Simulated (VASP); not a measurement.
# Pd (P6_3/mmc) in VASP: further runs, part 2 of 2

VASP 6.6.1. The steps go on from the part before.

**3. Relaxation of cell and atoms, PBE**

This run uses another cell than the first one, of 14.72 Å³/atom.

Contents of INCAR:

```
SYSTEM = Pd
PREC = Accurate ; ENCUT = 600
EDIFF = 1E-6 ; ISMEAR = 0
SIGMA = 0.05 ; LREAL = .FALSE.
LASPH = .TRUE. ; NELM = 60
ALGO = Normal ; ISIF = 3
LWAVE = .FALSE. ; LCHARG = .FALSE.
GGA = PE ; IBRION = 2
NSW = 80 ; EDIFFG = -0.01
```

Contents of KPOINTS:

```
Automatic mesh
0
G
  18 18 10
  0 0 0
```

Contents of POSCAR:

```
Pd
1.0
    2.7504564485      0.0000000000      0.0000000000
   -1.3752282243      2.3819651564      0.0000000000
    0.0000000000      0.0000000000      4.4924121993
Pd
2
Direct
    0.3333333333      0.6666666667      0.7500000000
    0.6666666667      0.3333333333      0.2500000000
```

Potentials or basis: VASP PAW PBE potentials, release 64 (Pd).

The run is started by

```bash
> cat potpaw_PBE.64/Pd/POTCAR > POTCAR
> mpirun -np 1 vasp_std > vasp.out
```

OUTCAR:

```text
SYSTEM = Pd
   PREC = Accurate
   ENCUT = 600
   EDIFF = 1E-6
   ISMEAR = 0
   LREAL = .FALSE.
   LASPH = .TRUE.
   NELM = 60
   ISIF = 3
   GGA = PE
   IBRION = 2
   NSW = 80
   EDIFFG = -0.01

 ion  position               nearest neighbor table
   1  0.333  0.667  0.750-   2 2.75   2 2.75   2 2.75   2 2.75   2 2.75   2 2.75
   2  0.667  0.333  0.250-   1 2.75   1 2.75   1 2.75   1 2.75   1 2.75   1 2.75

  LATTYP: Found a hexagonal cell.
 ALAT       =     2.7504564485
 C/A-ratio  =     1.6333333334

  Lattice vectors:

 A1 = (   2.7504564485,   0.0000000000,   0.0000000000)
 A2 = (  -1.3752282243,   2.3819651564,   0.0000000000)
 A3 = (   0.0000000000,   0.0000000000,   4.4924121993)

Analysis of symmetry for initial positions (statically):
=====================================================================
 Subroutine PRICEL returns:
 Original cell was already a primitive cell.

 Routine SETGRP: Setting up the symmetry group for a
 hexagonal supercell.

 Subroutine GETGRP returns: Found 24 space group operations
 (whereof 12 operations were pure point group operations)
 out of a pool of 24 trial point group operations.

The static configuration has the point symmetry D_3d.
 The point group associated with its full space group is D_6h.

Analysis of symmetry for dynamics (positions and initial velocities):
=====================================================================
 Subroutine PRICEL returns:
 Original cell was already a primitive cell.

 Routine SETGRP: Setting up the symmetry group for a
 hexagonal supercell.

 Subroutine GETGRP returns: Found 24 space group operations
 (whereof 12 operations were pure point group operations)
 out of a pool of 24 trial point group operations.

The dynamic configuration has the point symmetry D_3d.
 The point group associated with its full space group is D_6h.

 Subroutine INISYM returns: Found 24 space group operations
 (whereof 12 operations are pure point group operations),
 and found     1 'primitive' translations

----------------------------------------------------------------------------------------

                                     Primitive cell

  volume of cell :      29.4320

  direct lattice vectors                    reciprocal lattice vectors
     2.750456449  0.000000000  0.000000000     0.363576017  0.209910711  0.000000000
    -1.375228224  2.381965156  0.000000000     0.000000000  0.419821422  0.000000000
     0.000000000  0.000000000  4.492412199     0.000000000  0.000000000  0.222597561

  length of vectors
     2.750456449  2.750456449  4.492412199     0.419821422  0.419821422  0.222597561

  position of ions in fractional coordinates (direct lattice)
     0.333333333  0.666666667  0.750000000
     0.666666667  0.333333333  0.250000000

  ion indices of the primitive-cell ions
   primitive index   ion index
                 1           1
                 2           2

----------------------------------------------------------------------------------------

 KPOINTS: Automatic mesh

Automatic generation of k-mesh.
 Grid dimensions read from file:
 generate k-points for:   18   18   10

 Generating k-lattice:

[... 69 lines left out ...]
   POTIM  = 0.5000    time-step for ionic-motion
   TEBEG  =    0.0;   TEEND  =   0.0 temperature during run
   PSTRESS=    0.0 pullay stress
   NELECT =      20.0000    total number of electrons
   NUPDOWN=      -1.0000    fix difference up-down
   EMIN   =  10.00;   EMAX   =-10.00  energy-range for DOS
   EFERMI =   0.00;   METHOD = LEGACY
   ISMEAR =     0;   SIGMA  =   0.05  broadening in eV -4-tet -1-fermi 0-gaus
   EFERMI_NEDOS =   21; number of points for ismear=-14 and -15
   IALGO  =     38    algorithm
   IMIX   =      4    mixing-type and parameters
     AMIX     =   0.40;   BMIX     =  1.00
     AMIX_MAG =   1.60;   BMIX_MAG =  1.00
  volume/ion in A,a.u.               =      14.72        99.31
  Fermi-wavevector in a.u.,A,eV,Ry     =   1.439279  2.719842 28.184785  2.071523
  Thomas-Fermi vector in A             =   2.558152
   LORBIT       =      0    0 simple, 1 ext, 2 COOP (PROOUT), +10 PAW based schemes
   GGA     = PE    functional components
   LHFCALC =     F    Hartree Fock is set to
   AEXX    =    0.0000 exact exchange contribution
   IVDW    =     0    specifies the selected vdW correction
   LEPSILON=     F    determine dielectric tensor
   LRPA    =     F    only Hartree local field effects (RPA)
 conjugate gradient relaxation of ions
 non-spin polarized calculation
 Gauss-broadening in eV      SIGMA  =   0.05
  energy-cutoff  :      600.00
  volume of cell :       29.43
 maximum number of plane-waves:      1008
 NGX is ok and might be reduce to    24
   NGX = 11   NGY = 11   NGZ = 17

--------------------------------------- Ionic step        1  -------------------------------------------

 number of electron      19.9999996 magnetization

 Free energy of the ion-electron system (eV)
  ---------------------------------------------------
  ext. energy  EPLUGINS =         0.00000000
  ---------------------------------------------------
  free energy    TOTEN  =       -10.33310524 eV

  energy without entropy =      -10.32503800  energy(sigma->0) =      -10.32907162

------------------------ aborting loop because EDIFF is reached ----------------------------------------

  FORCE on cell =-STRESS in cart. coord.  units (eV):
  Direction    XX          YY          ZZ          XY          YZ          ZX
  --------------------------------------------------------------------------------------
  -------------------------------------------------------------------------------------
  Total        1.2390329      1.2390329      1.9828883     -0.0000000     -0.0000000      0.0000000
  in kB       67.4487110     67.4487110    107.9416524     -0.0000000     -0.0000000      0.0000000
  external PRESSURE =      80.9463581 kB  Pullay stress =       0.0000000 kB
[... 89 lines left out ...]
  FREE ENERGIE OF THE ION-ELECTRON SYSTEM (eV)
  ---------------------------------------------------
  free  energy   TOTEN  =       -10.3671348773 eV

  energy  without entropy=      -10.3586944520  energy(sigma->0) =      -10.36291466

[... ionic steps 4 to 7 ...]

--------------------------------------- Ionic step        8  -------------------------------------------

 number of electron      20.0000005 magnetization

------------------------ aborting loop because EDIFF is reached ----------------------------------------
[... 67 lines left out ...]
--------------------------------------- Ionic step       10  -------------------------------------------

 number of electron      20.0000006 magnetization

 Free energy of the ion-electron system (eV)
  ---------------------------------------------------
  ext. energy  EPLUGINS =         0.00000000
  ---------------------------------------------------
  free energy    TOTEN  =       -10.37132973 eV

  energy without entropy =      -10.36373289  energy(sigma->0) =      -10.36753131

 E-fermi :   9.1108     XC(G=0): -12.9302

 val. band max:        9.1083995656   @ k =   0.5000   0.0000   0.3000
 cond. band min:       9.1118023768   @ k =   0.2778   0.1667   0.2000
 fundamental gap:      0.0034028112
 Fermi energy:         9.1108116051

 k-point     1 :       0.0000    0.0000    0.0000
  band No.  band energies     occupation
      1       2.2823      2.00000
      2       4.1050      2.00000
      3       6.2978      2.00000
      4       6.5352      2.00000
      5       6.5352      2.00000
      6       6.8526      2.00000
      7       6.8526      2.00000
      8       7.6027      2.00000
      9       7.6027      2.00000
     10       8.8992      2.00000
     11       8.8992      2.00000
     12       9.9770      0.00000
     13      15.6855      0.00000
     14      26.2843      0.00000
[... 377 lines left out ...]
      1       4.4929      2.00000
      2       4.8056      2.00000
      3       4.8431      2.00000
      4       6.4985      2.00000
      5       6.7679      2.00000
      6       6.9826      2.00000
      7       7.0630      2.00000
      8       8.8262      2.00000
      9       9.0048      1.99728
     10       9.1145      0.91714
     11      11.4410      0.00000
     12      14.8715      0.00000
     13      18.4427      0.00000
     14      18.8088      0.00000

 [... further k-points ...]

------------------------ aborting loop because EDIFF is reached ----------------------------------------

  FORCE on cell =-STRESS in cart. coord.  units (eV):
  Direction    XX          YY          ZZ          XY          YZ          ZX
  --------------------------------------------------------------------------------------
  -------------------------------------------------------------------------------------
  Total        0.0066940      0.0066940     -0.0008815     -0.0000000      0.0000000      0.0000000
  in kB        0.3491045      0.3491045     -0.0459746     -0.0000000      0.0000000      0.0000000
  external PRESSURE =       0.2174114 kB  Pullay stress =       0.0000000 kB
[... 17 lines left out ...]
  FREE ENERGIE OF THE ION-ELECTRON SYSTEM (eV)
  ---------------------------------------------------
  free  energy   TOTEN  =       -10.3713297302 eV

  energy  without entropy=      -10.3637328882  energy(sigma->0) =      -10.36753131

 reached required accuracy - stopping structural energy minimisation
```

OSZICAR:

```text
N       E                     dE             d eps       ncg     rms          rms(c)
DAV:   1     0.119754639334E+03    0.11975E+03   -0.11751E+04  6216   0.158E+03
DAV:   2    -0.907818426656E+01   -0.12883E+03   -0.12252E+03  6498   0.307E+02
DAV:   3    -0.108631813421E+02   -0.17850E+01   -0.17680E+01  7578   0.416E+01
[... 69 lines left out ...]
DAV:   5    -0.103713024826E+02   -0.19633E-06   -0.24706E-07  3870   0.495E-03
   9 F= -.10371302E+02 E0= -.10367504E+02  d E =0.175316E-04
       N       E                     dE             d eps       ncg     rms          rms(c)
DAV:   1    -0.103717977779E+02   -0.49549E-03   -0.73409E-03  6294   0.976E-01    0.145E-01
DAV:   2    -0.103713293175E+02    0.46846E-03   -0.14111E-03  6270   0.416E-01    0.365E-02
DAV:   3    -0.103713297302E+02   -0.41273E-06   -0.70414E-06  6966   0.250E-02
  10 F= -.10371330E+02 E0= -.10367531E+02  d E =-.971604E-05
```

Wall time 2.2 min (1 thread of Intel Xeon 6975P-C (Granite Rapids), shared host); peak memory 0.25 GiB.

What came out:

```
Free energy                           : -10.3713 eV
Relaxed volume                        : 15.36 Å³/atom
Relaxed cell                          : a = 2.762 Å, b = 2.762 Å, c = 4.649 Å, α = 90.00°, β = 90.00°, γ = 120.00°
Space group after relaxing (to 0.1 Å) : P6_3/mmc (No. 194)
Energy gained by relaxing             : 19.1 meV/atom
Ionic steps                           : 10
Pressure after relaxing               : 0.0 GPa
Band gap on the k mesh                : zero (bands 10 and 11 overlap by 0.86 eV)
```

The path:
| step | energy change (eV) | largest force (eV/Å) | pressure (GPa) | volume (Å³) |
| --- | --- | --- | --- | --- |
| 1 | 0.0000 | 0.0000 | 8.09 | 29.43 |
| 2 | 0.0219 | 0.0000 | -8.81 | 32.71 |
| 3 | -0.0340 | 0.0000 | -0.39 | 30.80 |
| 4 | -0.0340 | 0.0000 | -0.24 | 30.77 |
| 5 | -0.0371 | 0.0000 | -0.09 | 30.73 |
| 6 | -0.0381 | 0.0000 | 0.08 | 30.70 |
| 7 | -0.0382 | 0.0000 | 0.16 | 30.69 |
| 8 | -0.0382 | 0.0000 | 0.16 | 30.69 |
| 9 | -0.0382 | 0.0000 | -0.23 | 30.76 |
| 10 | -0.0382 | 0.0000 | 0.02 | 30.72 |

Final structure:
```yaml
crystal:
  lattice:
    - [2.76240, 0.00000, 0.00000]
    - [-1.38120, 2.39231, 0.00000]
    - [0.00000, 0.00000, 4.64873]
  atoms:
    - { symbol: Pd, position: [0.33333, 0.66667, 0.75000] }
    - { symbol: Pd, position: [0.66667, 0.33333, 0.25000] }
```
